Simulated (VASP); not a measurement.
# TiO2 (I4_1/amd) in VASP: a series of runs

Runs on TiO2. Level: r2SCAN. Tasks: single point.

Everything below comes from runs of VASP 6.6.1. Logs are shortened: lines on timing, memory, paths and dates and some standing lists are left out, and cuts for length are marked.

### Step 1. The cell of the first run

It takes space group I4_1/amd (No. 141, tetragonal). The conventional cell has a = 3.742 Å, b = 3.742 Å, c = 9.083 Å, α = 90.00°, β = 90.00°, γ = 90.00°. Within 2.5 Å of Ti (site symmetry -4m2) lie 6 O at 1.90 to 1.95 Å. O (site symmetry 2mm) has 3 Ti at 1.90 to 1.95 Å and 2 O at 2.48 Å within 2.5 Å.

### Step 2. Single point, r2SCAN

POSCAR reads:

```
TiO2
1.0
   -1.8707645588      1.8707645588      4.5413198965
    1.8707645588     -1.8707645588      4.5413198965
    1.8707645588      1.8707645588     -4.5413198965
Ti O
2 4
Direct
    0.0000000000      0.0000000000      0.0000000000
    0.7500000000      0.2500000000      0.5000000000
    0.9642960378      0.4642960378      0.5000000000
    0.2142960378      0.2142960378      0.0000000000
    0.5357039622      0.0357039622      0.5000000000
    0.7857039622      0.7857039622      0.0000000000
```

INCAR.step1 reads:

```
SYSTEM = TiO2
PREC     = Accurate       ! precision mode
ENCUT    = 520            ! plane-wave cutoff, eV
ISMEAR   = 0              ! smearing method
SIGMA    = 0.02           ! smearing width, eV
LREAL    = .False.        ! projectors in reciprocal space
LASPH    = .True.         ! aspherical terms in the spheres
NELM     = 60             ! most SCF steps
NBANDS   = 33             ! bands
GGA      = PE             ! functional
ALGO     = Normal         ! electronic algorithm
EDIFF    = 1E-4           ! SCF threshold, eV
LWAVE    = .True.         ! write WAVECAR
LCHARG   = .False.        ! write CHGCAR
```

INCAR.step2 reads:

```
SYSTEM = TiO2
PREC     = Accurate       ! precision mode
ENCUT    = 520            ! plane-wave cutoff, eV
EDIFF    = 1E-7           ! SCF threshold, eV
ISMEAR   = 0              ! smearing method
SIGMA    = 0.02           ! smearing width, eV
LREAL    = .False.        ! projectors in reciprocal space
LASPH    = .True.         ! aspherical terms in the spheres
NELM     = 60             ! most SCF steps
ALGO     = Normal         ! electronic algorithm
ISIF     = 2              ! what is computed and relaxed
LWAVE    = .False.        ! write WAVECAR
LCHARG   = .True.         ! write CHGCAR
METAGGA  = R2SCAN         ! meta-GGA
LMIXTAU  = .True.       
LELF     = .True.         ! ELF
LVHAR    = .True.       
NBANDS   = 33             ! bands
ISTART   = 1
```

KPOINTS reads:

```
regular mesh
0
Gamma
  8 8 8
  0 0 0
```

Potentials or basis: VASP PAW PBE potentials, release 64 (Ti_sv, O).

Command:

```console
cat potpaw_PBE.64/Ti_sv/POTCAR potpaw_PBE.64/O/POTCAR > POTCAR
cp INCAR.step1 INCAR
mpirun -np 1 vasp_std > vasp.out
cp INCAR.step2 INCAR
mpirun -np 1 vasp_std > vasp.out
```

OUTCAR:

```text
SYSTEM = TiO2
   PREC = Accurate
   ENCUT = 520
   EDIFF = 1E-7
   ISMEAR = 0
   LREAL = .False.
   LASPH = .True.
   NELM = 60
   ISIF = 2
   METAGGA = R2SCAN
   ISTART = 1

 ion  position               nearest neighbor table
   1  0.000  0.000  0.000-   5 1.90   3 1.90   5 1.90   3 1.90   4 1.95   6 1.95
   2  0.750  0.250  0.500-   6 1.90   4 1.90   6 1.90   4 1.90   3 1.95   5 1.95
   3  0.964  0.464  0.500-   1 1.90   1 1.90   2 1.95
   4  0.214  0.214  0.000-   2 1.90   2 1.90   1 1.95
   5  0.536  0.036  0.500-   1 1.90   1 1.90   2 1.95
   6  0.786  0.786  0.000-   2 1.90   2 1.90   1 1.95

  LATTYP: Found a body centered tetragonal cell.
 ALAT       =     3.7415291176
 C/A-ratio  =     2.4275208097

  Lattice vectors:

 A1 = (  -1.8707645588,   1.8707645588,   4.5413198965)
 A2 = (   1.8707645588,  -1.8707645588,   4.5413198965)
 A3 = (   1.8707645588,   1.8707645588,  -4.5413198965)

Analysis of symmetry for initial positions (statically):
=====================================================================
 Subroutine PRICEL returns:
 Original cell was already a primitive cell.

 Routine SETGRP: Setting up the symmetry group for a
 body centered tetragonal supercell.

 Subroutine GETGRP returns: Found 16 space group operations
 (whereof  8 operations were pure point group operations)
 out of a pool of 16 trial point group operations.

The static configuration has the point symmetry D_2d.
 The point group associated with its full space group is D_4h.

Analysis of symmetry for dynamics (positions and initial velocities):
=====================================================================
 Subroutine PRICEL returns:
 Original cell was already a primitive cell.

 Routine SETGRP: Setting up the symmetry group for a
 body centered tetragonal supercell.

 Subroutine GETGRP returns: Found 16 space group operations
 (whereof  8 operations were pure point group operations)
 out of a pool of 16 trial point group operations.

The dynamic configuration has the point symmetry D_2d.
 The point group associated with its full space group is D_4h.

 Subroutine INISYM returns: Found 16 space group operations
 (whereof  8 operations are pure point group operations),
 and found     1 'primitive' translations

----------------------------------------------------------------------------------------

                                     Primitive cell

  volume of cell :      63.5741

  direct lattice vectors                    reciprocal lattice vectors
    -1.870764559  1.870764559  4.541319897     0.000000000  0.267270404  0.110100150
     1.870764559 -1.870764559  4.541319897     0.267270404  0.000000000  0.110100150
     1.870764559  1.870764559 -4.541319897     0.267270404  0.267270404  0.000000000

  length of vectors
     5.255768875  5.255768875  5.255768875     0.289059703  0.289059703  0.377977431

  position of ions in fractional coordinates (direct lattice)
     0.000000000  0.000000000  0.000000000
     0.750000000  0.250000000  0.500000000
     0.964296038  0.464296038  0.500000000
     0.214296038  0.214296038  0.000000000
     0.535703962  0.035703962  0.500000000
     0.785703962  0.785703962  0.000000000

  ion indices of the primitive-cell ions
   primitive index   ion index
                 1           1
                 2           2
                 3           3
                 4           4
                 5           5
                 6           6

----------------------------------------------------------------------------------------

 KPOINTS: regular mesh

Automatic generation of k-mesh.
 Grid dimensions read from file:
 generate k-points for:    8    8    8

 Generating k-lattice:

  Cartesian coordinates                     Fractional coordinates (reciprocal lattice)
     0.000000000  0.033408801  0.013762519     0.125000000  0.000000000  0.000000000
     0.033408801  0.000000000  0.013762519     0.000000000  0.125000000  0.000000000
     0.033408801  0.033408801  0.000000000     0.000000000  0.000000000  0.125000000

  Length of vectors
     0.036132463  0.036132463  0.047247179

  Shift w.r.t. Gamma in fractional coordinates (k-lattice)
     0.000000000  0.000000000  0.000000000

 Subroutine IBZKPT returns following result:
 ===========================================

 Found     59 irreducible k-points:

 Following reciprocal coordinates:
            Coordinates               Weight
  0.000000  0.000000  0.000000      1.000000
  0.125000  0.000000 -0.000000      8.000000
  0.250000  0.000000 -0.000000      8.000000
  0.375000  0.000000 -0.000000      8.000000
  0.500000  0.000000 -0.000000      4.000000
  0.125000  0.125000 -0.000000      8.000000
[... 16 lines left out ...]
  0.250000  0.125000  0.125000     16.000000
  0.375000  0.125000  0.125000      8.000000
 [... further k-points ...]
   k-points           NKPTS =     59   k-points in BZ     NKDIM =     59   number of bands    NBANDS=     33
   number of dos      NEDOS =    301   number of ions     NIONS =      6
   total plane-waves  NPLWV =  64000
   dimension x,y,z NGX =    40 NGY =   40 NGZ =   40
   dimension x,y,z NGXF=    80 NGYF=   80 NGZF=   80
   ions per type =               2   4
   NGX,Y,Z   is equivalent  to a cutoff of  12.65, 12.65, 12.65 a.u.
   NGXF,Y,Z  is equivalent  to a cutoff of  25.30, 25.30, 25.30 a.u.
 SYSTEM =  TiO2
   PREC   = accura    normal or accurate (medium, high low for compatibility)
   ISTART =      1    job   : 0-new  1-cont  2-samecut
   ICHARG =      0    charge: 1-file 2-atom 10-const
   ISPIN  =      1    spin polarized calculation?
   LNONCOLLINEAR =      F non collinear calculations
   LSORBIT =      F    spin-orbit coupling
   LASPH  =      T    aspherical Exc in radial PAW
   ENCUT  =  520.0 eV  38.22 Ry    6.18 a.u.   9.77  9.77  9.77*2*pi/ulx,y,z
   NELM   =     60;   NELMIN=  2; NELMDL=  0     # of ELM steps
   EDIFF  = 0.1E-06   stopping-criterion for ELM
   LREAL  =      F    real-space projection
   EDIFFG = 0.1E-05   stopping-criterion for IOM
   NSW    =      0    number of steps for IOM
   IBRION =     -1    ionic relax: 0-MD 1-quasi-New 2-CG
   NFREE  =      0    steps in history (QN), initial steepest desc. (CG)
   ISIF   =      2    stress and relaxation
   ISYM   =      2    0-nonsym 1-usesym 2-fastsym
   POTIM  = 0.5000    time-step for ionic-motion
   TEBEG  =    0.0;   TEEND  =   0.0 temperature during run
   PSTRESS=    0.0 pullay stress
   NELECT =      48.0000    total number of electrons
   NUPDOWN=      -1.0000    fix difference up-down
   EMIN   =  10.00;   EMAX   =-10.00  energy-range for DOS
   EFERMI =   0.00;   METHOD = LEGACY
   ISMEAR =     0;   SIGMA  =   0.02  broadening in eV -4-tet -1-fermi 0-gaus
   EFERMI_NEDOS =   21; number of points for ismear=-14 and -15
   IALGO  =     38    algorithm
   IMIX   =      4    mixing-type and parameters
     AMIX     =   0.40;   BMIX     =  1.00
     AMIX_MAG =   1.60;   BMIX_MAG =  1.00
  volume/ion in A,a.u.               =      10.60        71.50
  Fermi-wavevector in a.u.,A,eV,Ry     =   1.490717  2.817046 30.235361  2.222236
  Thomas-Fermi vector in A             =   2.603463
   LORBIT       =      0    0 simple, 1 ext, 2 COOP (PROOUT), +10 PAW based schemes
   METAGGA = R2SCAN    functional components
   LHFCALC =     F    Hartree Fock is set to
   AEXX    =    0.0000 exact exchange contribution
   IVDW    =     0    specifies the selected vdW correction
   LEPSILON=     F    determine dielectric tensor
   LRPA    =     F    only Hartree local field effects (RPA)
 non-spin polarized calculation
 Gauss-broadening in eV      SIGMA  =   0.02
  energy-cutoff  :      520.00
  volume of cell :       63.57
 maximum number of plane-waves:      1726
   NGX = 19   NGY = 19   NGZ = 19

 number of electron      48.0000001 magnetization

 Free energy of the ion-electron system (eV)
  ---------------------------------------------------
  ext. energy  EPLUGINS =         0.00000000
  ---------------------------------------------------
  free energy    TOTEN  =       -69.60267139 eV

  energy without entropy =      -69.60267139  energy(sigma->0) =      -69.60267139

 E-fermi :   4.0682     XC(G=0): -11.8839

 val. band max:        3.7825350393   @ k =   0.5000   0.5000  -0.0000
 cond. band min:       6.2461285195   @ k =   0.0000   0.0000   0.0000
 fundamental gap:      2.4635934802
 Fermi energy:         4.0682492395

 k-point     1 :       0.0000    0.0000    0.0000
  band No.  band energies     occupation
      1     -54.6766      2.00000
      2     -54.5851      2.00000
      3     -30.1991      2.00000
      4     -29.8939      2.00000
      5     -29.8939      2.00000
      6     -29.7906      2.00000
[... 25 lines left out ...]
     32       9.6618      0.00000
     33      10.0174      0.00000

 k-point     2 :       0.1250    0.0000   -0.0000
  band No.  band energies     occupation
      1     -54.6736      2.00000
      2     -54.5872      2.00000
      3     -30.1953      2.00000
      4     -29.9228      2.00000
      5     -29.8960      2.00000
      6     -29.8009      2.00000
[... 25 lines left out ...]
     32       9.9127      0.00000
     33      10.2806      0.00000

 k-point     3 :       0.2500    0.0000   -0.0000
  band No.  band energies     occupation
      1     -54.6655      2.00000
      2     -54.5932      2.00000
      3     -30.1871      2.00000
      4     -29.9879      2.00000
      5     -29.9007      2.00000
      6     -29.8208      2.00000
[... 25 lines left out ...]
     32      10.1662      0.00000
     33      10.9084      0.00000

 k-point     4 :       0.3750    0.0000   -0.0000
  band No.  band energies     occupation
      1     -54.6558      2.00000
      2     -54.6009      2.00000
      3     -30.1801      2.00000
      4     -30.0514      2.00000
      5     -29.9047      2.00000
      6     -29.8314      2.00000
[... 25 lines left out ...]
     32      10.3535      0.00000
     33      11.2797      0.00000

 k-point     5 :       0.5000    0.0000   -0.0000
  band No.  band energies     occupation
      1     -54.6507      2.00000
      2     -54.6050      2.00000
      3     -30.1764      2.00000
      4     -30.0789      2.00000
      5     -29.9062      2.00000
      6     -29.8321      2.00000
[... 604 lines left out ...]
 k-point    22 :       0.1250    0.1250    0.1250
  band No.  band energies     occupation
      1     -54.6578      2.00000
      2     -54.5980      2.00000
      3     -30.1909      2.00000
      4     -30.0306      2.00000
      5     -29.9407      2.00000
      6     -29.8634      2.00000
[... 25 lines left out ...]
     32      11.2382      0.00000
     33      11.5557      0.00000

 k-point    23 :       0.2500    0.1250    0.1250
  band No.  band energies     occupation
      1     -54.6479      2.00000
      2     -54.6057      2.00000
      3     -30.1836      2.00000
      4     -30.0833      2.00000
      5     -29.9518      2.00000
      6     -29.8866      2.00000
[... 25 lines left out ...]
     32      11.3228      0.00000
     33      11.8826      0.00000

 k-point    24 :       0.3750    0.1250    0.1250
  band No.  band energies     occupation
      1     -54.6425      2.00000
      2     -54.6102      2.00000
      3     -30.1793      2.00000
      4     -30.1085      2.00000
      5     -29.9544      2.00000
      6     -29.8946      2.00000
[... 25 lines left out ...]
     32      11.3096      0.00000
     33      12.0006      0.00000

 [... further k-points ...]

------------------------ aborting loop because EDIFF is reached ----------------------------------------

  FORCE on cell =-STRESS in cart. coord.  units (eV):
  Direction    XX          YY          ZZ          XY          YZ          ZX
  --------------------------------------------------------------------------------------
  -------------------------------------------------------------------------------------
  Total        6.5444731      6.5444731      6.5073674      0.0000000      0.0000000      0.0000000
  in kB      164.9319967    164.9319967    163.9968674      0.0000000      0.0000000      0.0000000
  external PRESSURE =     164.6202869 kB  Pullay stress =       0.0000000 kB

 VOLUME and BASIS-vectors are now :
 -----------------------------------------------------------------------------
  energy-cutoff  :      520.00
  volume of cell :       63.57
      direct lattice vectors                 reciprocal lattice vectors
    -1.870764559  1.870764559  4.541319897     0.000000000  0.267270404  0.110100150
     1.870764559 -1.870764559  4.541319897     0.267270404  0.000000000  0.110100150
     1.870764559  1.870764559 -4.541319897     0.267270404  0.267270404  0.000000000

 POSITION                                       TOTAL-FORCE (eV/Angst)
 -----------------------------------------------------------------------------------
      0.00000      0.00000      0.00000         0.000000      0.000000     -0.000000
     -0.00000      1.87076      2.27066         0.000000      0.000000     -0.000000
      0.00000      1.87076      4.21703         0.000000     -0.000000      0.045523
      0.00000      0.00000      1.94637        -0.000000      0.000000      0.045523
     -0.00000      1.87076      0.32429         0.000000     -0.000000     -0.045523
      0.00000      0.00000      7.13627        -0.000000      0.000000     -0.045523
 -----------------------------------------------------------------------------------
    total drift:                                0.000000      0.000000     -0.000000

  FREE ENERGIE OF THE ION-ELECTRON SYSTEM (eV)
  ---------------------------------------------------
  free  energy   TOTEN  =       -69.6026713853 eV

  energy  without entropy=      -69.6026713853  energy(sigma->0) =      -69.60267139
```

It took 9.5 min on 1 thread of Intel Xeon Platinum 8488C (Sapphire Rapids), shared host; peak memory 0.3 GiB.

Results:

* Free energy: -69.6027 eV
* Pressure: 16.5 GPa
* Largest force: 0.046 eV/Å
* Band gap on the k mesh: 2.46 eV, indirect (least direct gap 2.97 eV)

Forces in eV/Å, atoms in the order of the input:
```
Ti   0.000  0.000  0.000
Ti   0.000  0.000  0.000
O    0.000  0.000  0.046
O    0.000  0.000  0.046
O    0.000  0.000 -0.046
O    0.000  0.000 -0.046
```

Levels at points of the mesh, in eV from the valence-band top:
```csv
k point,band 22,band 23,band 24,band 25,band 26,band 27
"(0.00, 0.00, 0.00)",-0.75,-0.68,-0.68,2.46,3.41,4.30
"(0.50, 0.00, 0.00)",-1.20,-0.96,-0.72,3.78,3.93,4.19
"(0.50, 0.50, 0.00)",-2.41,0.00,0.00,4.09,4.09,4.54
"(0.50, 0.50, 0.50)",-1.46,-0.27,-0.27,2.92,2.92,4.38
```

Caveat: the PAW data sets were made with another functional, which shifts forces and pressure a little.

### Step 3. Single point, r2SCAN

This run uses another cell than the first one, of 10.95 Å³/atom, 1.033 times its volume.

POSCAR reads:

```
TiO2
1.0
   -1.8777404854      1.8777404854      4.6579775086
    1.8777404854     -1.8777404854      4.6579775086
    1.8777404854      1.8777404854     -4.6579775086
Ti O
2 4
Direct
    0.0000000000      0.0000000000      0.0000000000
    0.7500000000      0.2500000000      0.5000000000
    0.9608160841      0.4608160841      0.5000000000
    0.2108160841      0.2108160841      0.0000000000
    0.5391839159      0.0391839159      0.5000000000
    0.7891839159      0.7891839159      0.0000000000
```

INCAR.step1 reads:

```
PREC = Accurate
ENCUT = 520
ISMEAR = 0
SIGMA = 0.02
LREAL = False
LASPH = True
NELM = 60
NBANDS = 33
GGA = PE
ALGO = Normal
EDIFF = 1E-4
LWAVE = True
LCHARG = False
```

INCAR.step2 reads:

```
PREC = Accurate
ENCUT = 520
EDIFF = 1E-6
ISMEAR = 0
SIGMA = 0.02
LREAL = False
LASPH = True
NELM = 60
ALGO = Normal
ISIF = 2
LWAVE = False
LCHARG = True
METAGGA = R2SCAN
LMIXTAU = True
LELF = True
LVHAR = True
NBANDS = 33
ISTART = 1
```

KPOINTS reads:

```
regular mesh
0
Gamma
  8 8 8
```

Potentials or basis: VASP PAW PBE potentials, release 64 (Ti_sv, O).

Command:

```console
cat potpaw_PBE.64/Ti_sv/POTCAR potpaw_PBE.64/O/POTCAR > POTCAR
cp INCAR.step1 INCAR
mpirun -np 1 vasp_std > vasp.out
cp INCAR.step2 INCAR
mpirun -np 1 vasp_std > vasp.out
```

Run time: 14 min. Hardware: 1 thread of Intel Xeon Platinum 8488C (Sapphire Rapids), shared host; peak memory 0.31 GiB.

The run converged. Its results:

- Free energy: -69.7705 eV
- Pressure: 9.4 GPa
- Largest force: 0.037 eV/Å
- Band gap on the k mesh: 2.54 eV, indirect (least direct gap 2.94 eV)

Forces in eV/Å, atoms in the order of the input:
```
Ti   0.000  0.000  0.000
Ti   0.000  0.000  0.000
O    0.000  0.000  0.037
O    0.000  0.000  0.037
O    0.000  0.000 -0.037
O    0.000  0.000 -0.037
```

Stress tensor (GPa, compression positive):
```
9.41 0.00 0.00
0.00 9.41 0.00
0.00 0.00 9.26
```

Levels at points of the mesh, in eV from the valence-band top:
| k point | band 22 | band 23 | band 24 | band 25 | band 26 | band 27 |
| --- | --- | --- | --- | --- | --- | --- |
| (0.00, 0.00, 0.00) | -0.76 | -0.56 | -0.56 | 2.54 | 3.37 | 4.43 |
| (0.50, 0.00, 0.00) | -1.07 | -0.89 | -0.68 | 3.76 | 4.02 | 4.11 |
| (0.50, 0.50, 0.00) | -2.24 | 0.00 | 0.00 | 3.95 | 3.95 | 4.42 |
| (0.50, 0.50, 0.50) | -1.36 | -0.17 | -0.17 | 2.94 | 2.94 | 4.33 |

Caveat: the PAW data sets were made with another functional, which shifts forces and pressure a little. A k mesh can miss the band edges.

[end of part 1 of 2]
